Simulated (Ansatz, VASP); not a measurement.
Two plane-wave programs on Ba3AlP

```xyz
5
Lattice="5.5454 0.0000 0.0000 0.0000 5.5454 0.0000 0.0000 0.0000 5.5454" Properties=species:S:1:pos:R:3 pbc="T T T"
Ba    2.7727    2.7727    0.0000
Ba    2.7727    0.0000    2.7727
Ba    0.0000    2.7727    2.7727
Al    0.0000    0.0000    0.0000
P     2.7727    2.7727    2.7727
```

Change from the starting cell: species swapped into the La3AlC type (Pm-3m, No. 221).

Alike in both runs: task relaxation of cell and atoms; functional PBE; k mesh 4 × 4 × 4; occupations gaussian, width 0.1 eV; no spin polarisation.

```csv
,VASP,Ansatz
version,VASP 6.6.1,Ansatz 0.2.0
potentials or method,"VASP PAW PBE potentials, release 64 (Ba_sv, Al, P), cutoff 600 eV","scalar-relativistic, plane waves, PAW"
valence electrons in the cell,38,38
```

```csv
,VASP,Ansatz,Ansatz less VASP
"gap on the k mesh at the Fermi level, each at its own relaxed structure (eV)",none,none,-
relaxed volume (Å³/atom),47.59,46.43,-1.160
relaxed cell length with the largest relative difference (Å),6.197,6.146,-0.0508
```

A gap of «none» marks a metal or a gap that the smearing closes.

Spin-orbit coupling is off throughout. Noted on VASP's run: the volume moved by over 15 % at a fixed basis, so the end points are rough.
